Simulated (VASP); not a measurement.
Input of a VASP 6.6.1 run:

INCAR

```
SYSTEM = Co
PREC = Accurate ; ENCUT = 520
EDIFF = 1E-6 ; ISMEAR = 0
SIGMA = 0.1 ; LREAL = .False.
LASPH = .True. ; NELM = 150
ALGO = Normal ; ISIF = 2
LWAVE = .False. ; LCHARG = .False.
ISPIN = 2 ; MAGMOM = 2.5 2.5
LORBIT = 11 ; LMAXMIX = 4
GGA = PE ; NBANDS = 20
```

The input KPOINTS:

```
regular mesh
0
Gamma
  13 13 7
  0 0 0
```

File POSCAR:

```
Co
1.0
    2.5685800767      0.0000000000      0.0000000000
   -1.2842900384      2.2244556007      0.0000000000
    0.0000000000      0.0000000000      4.1692047756
Co
2
Direct
    0.3333333333      0.6666666667      0.2500000000
    0.6666666667      0.3333333333      0.7500000000
```

Potentials or basis: VASP PAW PBE potentials, release 64 (Co).

Launch:

```console
$ cat potpaw_PBE.64/Co/POTCAR > POTCAR
$ mpirun -np 1 vasp_std > vasp.out
```

Question: What does it give for the pressure?

Answer: -16.5 GPa.

Question: What does it give for the net moment?

Answer: 3.29 μB per cell.

Question: Predict the site moments.

Answer: Co +1.69 μB.

Stress tensor (GPa, compression positive):
```
-16.43   0.00   0.00
  0.00 -16.43   0.00
  0.00   0.00 -16.64
```
